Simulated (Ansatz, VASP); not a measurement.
**AlN: VASP beside Ansatz**

```
Al N
1.0
     3.11100    0.00000    0.00000
    -1.55550    2.69421    0.00000
     0.00000    0.00000    4.95111
Al N
2 2
Direct
  0.33333 0.66667 0.99945
  0.66667 0.33333 0.49945
  0.33333 0.66667 0.38255
  0.66667 0.33333 0.88255
```

Alike in both runs: functional PBE; k mesh 8 × 8 × 5; occupations gaussian, width 0.05 eV; no spin polarisation.

Ansatz relaxed the structure, and its values are those at the end. VASP's run is a single point on that final structure, the one shown.

```csv
,VASP,Ansatz
version,VASP 6.6.1,Ansatz 0.2.0
potentials or method,"VASP PAW PBE potentials, release 64 (Al, N)","scalar-relativistic, plane waves, PAW"
plane-wave cutoff (eV),520,420
valence electrons in the cell,16,16
```

```tsv
	VASP	Ansatz	Ansatz less VASP
pressure (GPa)	4.9	5.1	+0.25
```

The functional is the same, so the differences come from potentials, cutoffs and numerics. Ansatz's warnings: stress scf threshold loose.
